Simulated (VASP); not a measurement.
# SrCl2 (Amm2) in VASP: single point with PBE

Aim: the single point of SrCl2 with PBE.

Program: VASP 6.6.1. These are calculated values, not measurements. Logs are shortened: lines on timing, memory, paths and dates and some standing lists are left out, and cuts for length are marked.

### 1 The cell of the first run

The typed cell holds 3 atoms: a = 4.170 Å, b = 5.487 Å, c = 5.487 Å, α = 88.00°, β = 90.00°, γ = 90.00°.

### 2 Single point, PBE

File INCAR:

```
ALGO = Normal ; EDIFF = 1E-6
ENCUT = 500 ; GGA = PE
GGA_COMPAT = F ; ISIF = 2
ISMEAR = 0 ; LASPH = T
LCHARG = F ; LREAL = F
LWAVE = F ; NBANDS = 19
NELM = 120 ; PREC = Accurate
SIGMA = 0.15
```

File KPOINTS:

```
k-points
0
Gamma
  3 3 3
```

File POSCAR:

```
SrCl2
1.0
    4.1703198723      0.0000000000      0.0000000000
    0.0000000000      3.8116709376      3.9469175335
    0.0000000000     -3.8116709376      3.9469175335
Sr Cl
1 2
Direct
    0.0000000000      0.7294784608      0.7294784608
    0.5000000000      0.9698721639      0.9698721639
    0.5000000000      0.4887745953      0.4887745953
```

Potentials or basis: VASP PAW PBE potentials, release 64 (Sr_sv, Cl).

Run with:

```bash
> cat potpaw_PBE.64/Sr_sv/POTCAR potpaw_PBE.64/Cl/POTCAR > POTCAR
> mpirun -np 1 vasp_std > vasp.out
```

OUTCAR:

```text
EDIFF = 1E-6
   ENCUT = 500
   GGA = PE
   ISIF = 2
   ISMEAR = 0
   LASPH = T
   LREAL = F
   NELM = 120
   PREC = Accurate

 ion  position               nearest neighbor table
   1  0.000  0.729  0.729-   2 2.82   2 2.82   3 2.82   3 2.82
   2  0.500  0.970  0.970-   1 2.82   1 2.82
   3  0.500  0.489  0.489-   1 2.82   1 2.82

  LATTYP: Found a base centered orthorhombic cell.
 ALAT       =     7.6233418752
 B/A-ratio  =     1.0354822329
 C/A-ratio  =     0.5470461565

  Lattice vectors:

 A1 = (   0.0000000000,   3.8116709376,  -3.9469175335)
 A2 = (   0.0000000000,   3.8116709376,   3.9469175335)
 A3 = (   4.1703198723,   0.0000000000,   0.0000000000)

Analysis of symmetry for initial positions (statically):
=====================================================================
 Subroutine PRICEL returns:
 Original cell was already a primitive cell.

 Routine SETGRP: Setting up the symmetry group for a
 base centered orthorhombic supercell.

 Subroutine GETGRP returns: Found  4 space group operations
 (whereof  4 operations were pure point group operations)
 out of a pool of  8 trial point group operations.

The static configuration has the point symmetry C_2v.

Analysis of symmetry for dynamics (positions and initial velocities):
=====================================================================
 Subroutine PRICEL returns:
 Original cell was already a primitive cell.

 Routine SETGRP: Setting up the symmetry group for a
 base centered orthorhombic supercell.

 Subroutine GETGRP returns: Found  4 space group operations
 (whereof  4 operations were pure point group operations)
 out of a pool of  8 trial point group operations.

The dynamic configuration has the point symmetry C_2v.

 Subroutine INISYM returns: Found  4 space group operations
 (whereof  4 operations are pure point group operations),
 and found     1 'primitive' translations

----------------------------------------------------------------------------------------

                                     Primitive cell

  volume of cell :     125.4795

  direct lattice vectors                    reciprocal lattice vectors
     4.170319872  0.000000000  0.000000000     0.239789760  0.000000000  0.000000000
     0.000000000  3.811670938  3.946917534     0.000000000  0.131176066  0.126681137
     0.000000000 -3.811670938  3.946917534     0.000000000 -0.131176066  0.126681137

  length of vectors
     4.170319872  5.486983994  5.486983994     0.239789760  0.182360278  0.182360278

  position of ions in fractional coordinates (direct lattice)
     0.000000000  0.729478461  0.729478461
     0.500000000  0.969872164  0.969872164
     0.500000000  0.488774595  0.488774595

  ion indices of the primitive-cell ions
   primitive index   ion index
                 1           1
                 2           2
                 3           3

----------------------------------------------------------------------------------------

 KPOINTS: k-points

Automatic generation of k-mesh.
 Grid dimensions read from file:
 generate k-points for:    3    3    3

 Generating k-lattice:

  Cartesian coordinates                     Fractional coordinates (reciprocal lattice)
     0.079929920  0.000000000  0.000000000     0.333333333  0.000000000  0.000000000
     0.000000000  0.043725355  0.042227046     0.000000000  0.333333333 -0.000000000
     0.000000000 -0.043725355  0.042227046     0.000000000 -0.000000000  0.333333333

  Length of vectors
     0.079929920  0.060786759  0.060786759

  Shift w.r.t. Gamma in fractional coordinates (k-lattice)
     0.000000000  0.000000000  0.000000000

 Subroutine IBZKPT returns following result:
 ===========================================

 Found      8 irreducible k-points:

 Following reciprocal coordinates:
            Coordinates               Weight
  0.000000  0.000000  0.000000      1.000000
  0.333333  0.000000  0.000000      2.000000
  0.000000  0.333333  0.000000      4.000000
  0.333333  0.333333  0.000000      8.000000
  0.000000  0.333333  0.333333      2.000000
  0.333333  0.333333  0.333333      4.000000
  0.000000 -0.333333  0.333333      2.000000
  0.333333 -0.333333  0.333333      4.000000
   k-points           NKPTS =      8   k-points in BZ     NKDIM =      8   number of bands    NBANDS=     19
   number of dos      NEDOS =    301   number of ions     NIONS =      3
   total plane-waves  NPLWV =  48000
   dimension x,y,z NGX =    30 NGY =   40 NGZ =   40
   dimension x,y,z NGXF=    60 NGYF=   80 NGZF=   80
   ions per type =               1   2
   NGX,Y,Z   is equivalent  to a cutoff of  11.96, 12.12, 12.12 a.u.
   NGXF,Y,Z  is equivalent  to a cutoff of  23.92, 24.24, 24.24 a.u.
 SYSTEM =  unknown system
   PREC   = accura    normal or accurate (medium, high low for compatibility)
   ISTART =      0    job   : 0-new  1-cont  2-samecut
   ICHARG =      2    charge: 1-file 2-atom 10-const
   ISPIN  =      1    spin polarized calculation?
   LNONCOLLINEAR =      F non collinear calculations
   LSORBIT =      F    spin-orbit coupling
   LASPH  =      T    aspherical Exc in radial PAW
   ENCUT  =  500.0 eV  36.75 Ry    6.06 a.u.   7.60 10.00 10.00*2*pi/ulx,y,z
   NELM   =    120;   NELMIN=  2; NELMDL= -5     # of ELM steps
   EDIFF  = 0.1E-05   stopping-criterion for ELM
   LREAL  =      F    real-space projection
   EDIFFG = 0.1E-04   stopping-criterion for IOM
   NSW    =      0    number of steps for IOM
   IBRION =     -1    ionic relax: 0-MD 1-quasi-New 2-CG
   NFREE  =      0    steps in history (QN), initial steepest desc. (CG)
   ISIF   =      2    stress and relaxation
   ISYM   =      2    0-nonsym 1-usesym 2-fastsym
   POTIM  = 0.5000    time-step for ionic-motion
   TEBEG  =    0.0;   TEEND  =   0.0 temperature during run
   PSTRESS=    0.0 pullay stress
   NELECT =      24.0000    total number of electrons
   NUPDOWN=      -1.0000    fix difference up-down
   EMIN   =  10.00;   EMAX   =-10.00  energy-range for DOS
   EFERMI =   0.00;   METHOD = LEGACY
   ISMEAR =     0;   SIGMA  =   0.15  broadening in eV -4-tet -1-fermi 0-gaus
   EFERMI_NEDOS =   21; number of points for ismear=-14 and -15
   IALGO  =     38    algorithm
   IMIX   =      4    mixing-type and parameters
     AMIX     =   0.40;   BMIX     =  1.00
     AMIX_MAG =   1.60;   BMIX_MAG =  1.00
  volume/ion in A,a.u.               =      41.83       282.26
  Fermi-wavevector in a.u.,A,eV,Ry     =   0.943237  1.782460 12.105058  0.889697
  Thomas-Fermi vector in A             =   2.070925
   LORBIT       =      0    0 simple, 1 ext, 2 COOP (PROOUT), +10 PAW based schemes
   GGA     = PE    functional components
   LHFCALC =     F    Hartree Fock is set to
   AEXX    =    0.0000 exact exchange contribution
   IVDW    =     0    specifies the selected vdW correction
   LEPSILON=     F    determine dielectric tensor
   LRPA    =     F    only Hartree local field effects (RPA)
 non-spin polarized calculation
 Gauss-broadening in eV      SIGMA  =   0.15
  energy-cutoff  :      500.00
  volume of cell :      125.48
 maximum number of plane-waves:      3206
 NGX is ok and might be reduce to    30
   NGX = 15   NGY = 19   NGZ = 19

 number of electron      24.0000001 magnetization

 Free energy of the ion-electron system (eV)
  ---------------------------------------------------
  ext. energy  EPLUGINS =         0.00000000
  ---------------------------------------------------
  free energy    TOTEN  =       -11.85144545 eV

  energy without entropy =      -11.85144545  energy(sigma->0) =      -11.85144545

 E-fermi :  -1.2808     XC(G=0):  -6.5387

 val. band max:       -1.9363042462   @ k =   0.3333   0.3333   0.3333
 cond. band min:       2.0582079681   @ k =   0.0000   0.0000   0.0000
 fundamental gap:      3.9945122144
 Fermi energy:        -1.2808366528

 k-point     1 :       0.0000    0.0000    0.0000
  band No.  band energies     occupation
      1     -35.3081      2.00000
      2     -17.4617      2.00000
      3     -17.4605      2.00000
      4     -17.1900      2.00000
      5     -14.6176      2.00000
      6     -14.0569      2.00000
[... 11 lines left out ...]
     18       5.6680      0.00000
     19       6.5735      0.00000

 k-point     2 :       0.3333    0.0000    0.0000
  band No.  band energies     occupation
      1     -35.3016      2.00000
      2     -17.4942      2.00000
      3     -17.4499      2.00000
      4     -17.3244      2.00000
      5     -14.2876      2.00000
      6     -14.2554      2.00000
[... 11 lines left out ...]
     18       6.6887      0.00000
     19       7.1784      0.00000

 k-point     3 :       0.0000    0.3333    0.0000
  band No.  band energies     occupation
      1     -35.3080      2.00000
      2     -17.4709      2.00000
      3     -17.4600      2.00000
      4     -17.1897      2.00000
      5     -14.5521      2.00000
      6     -14.1162      2.00000
[... 11 lines left out ...]
     18       6.1523      0.00000
     19       6.5249      0.00000

 k-point     4 :       0.3333    0.3333    0.0000
  band No.  band energies     occupation
      1     -35.3015      2.00000
      2     -17.4895      2.00000
      3     -17.4516      2.00000
      4     -17.3277      2.00000
      5     -14.3590      2.00000
      6     -14.1857      2.00000
[... 11 lines left out ...]
     18       6.6440      0.00000
     19       6.9320      0.00000

 k-point     5 :       0.0000    0.3333    0.3333
  band No.  band energies     occupation
      1     -35.3079      2.00000
      2     -17.4746      2.00000
      3     -17.4641      2.00000
      4     -17.1893      2.00000
      5     -14.5034      2.00000
      6     -14.1545      2.00000
[... 11 lines left out ...]
     18       5.6579      0.00000
     19       6.4832      0.00000

 k-point     6 :       0.3333    0.3333    0.3333
  band No.  band energies     occupation
      1     -35.3015      2.00000
      2     -17.4853      2.00000
      3     -17.4531      2.00000
      4     -17.3310      2.00000
      5     -14.3987      2.00000
      6     -14.1453      2.00000
[... 11 lines left out ...]
     18       6.2137      0.00000
     19       7.0129      0.00000

 k-point     7 :       0.0000   -0.3333    0.3333
  band No.  band energies     occupation
      1     -35.3079      2.00000
      2     -17.4739      2.00000
      3     -17.4642      2.00000
      4     -17.1893      2.00000
      5     -14.5202      2.00000
      6     -14.1377      2.00000
[... 11 lines left out ...]
     18       6.1097      0.00000
     19       6.7130      0.00000

 k-point     8 :       0.3333   -0.3333    0.3333
  band No.  band energies     occupation
      1     -35.3015      2.00000
      2     -17.4858      2.00000
      3     -17.4530      2.00000
      4     -17.3308      2.00000
      5     -14.3737      2.00000
      6     -14.1720      2.00000
[... 11 lines left out ...]
     18       6.4346      0.00000
     19       7.0124      0.00000

------------------------ aborting loop because EDIFF is reached ----------------------------------------

  FORCE on cell =-STRESS in cart. coord.  units (eV):
  Direction    XX          YY          ZZ          XY          YZ          ZX
  --------------------------------------------------------------------------------------
  -------------------------------------------------------------------------------------
  Total        0.0409987      0.0289542      0.0561058      0.0000000      0.0000000      0.0000000
  in kB        0.5234893      0.3697001      0.7163828      0.0000000      0.0000000      0.0000000
  external PRESSURE =       0.5365241 kB  Pullay stress =       0.0000000 kB

 VOLUME and BASIS-vectors are now :
 -----------------------------------------------------------------------------
  energy-cutoff  :      500.00
  volume of cell :      125.48
      direct lattice vectors                 reciprocal lattice vectors
     4.170319872  0.000000000  0.000000000     0.239789760  0.000000000  0.000000000
     0.000000000  3.811670938  3.946917534     0.000000000  0.131176066  0.126681137
     0.000000000 -3.811670938  3.946917534     0.000000000 -0.131176066  0.126681137

 POSITION                                       TOTAL-FORCE (eV/Angst)
 -----------------------------------------------------------------------------------
      0.00000      0.00000      5.75838         0.000000      0.000000     -0.007282
      2.08516      0.00000      7.65601         0.000000      0.000000      0.029310
      2.08516      0.00000      3.85831         0.000000      0.000000     -0.022029
 -----------------------------------------------------------------------------------
    total drift:                                0.000000      0.000000     -0.000023

  FREE ENERGIE OF THE ION-ELECTRON SYSTEM (eV)
  ---------------------------------------------------
  free  energy   TOTEN  =       -11.8514454517 eV

  energy  without entropy=      -11.8514454516  energy(sigma->0) =      -11.85144545
```

Run time: 16 s. Hardware: 1 thread of Intel Xeon Platinum 8259CL at 2.50GHz (Skylake/Cascade Lake), shared host; peak memory 0.21 GiB.

Results:

| Property | Result |
| --- | --- |
| Free energy | -11.8514 eV |
| Pressure | 0.1 GPa |
| Largest force | 0.029 eV/Å |
| Band gap on the k mesh | 3.99 eV, indirect (least direct gap 4.08 eV) |

Forces in eV/Å, atoms in the order of the input:
```
Sr   0.000  0.000 -0.007
Cl   0.000  0.000  0.029
Cl   0.000  0.000 -0.022
```

Levels at points of the mesh, in eV from the valence-band top:
| k point | band 8 | band 9 | band 10 | band 11 | band 12 | band 13 | band 14 | band 15 | band 16 | band 17 |
| --- | --- | --- | --- | --- | --- | --- | --- | --- | --- | --- |
| (0.00, 0.00, 0.00) | -1.25 | -1.06 | -0.62 | -0.37 | -0.08 | 3.99 | 5.52 | 6.70 | 6.82 | 7.13 |

Caveat: the k points lie up to 0.50 Å⁻¹ apart.
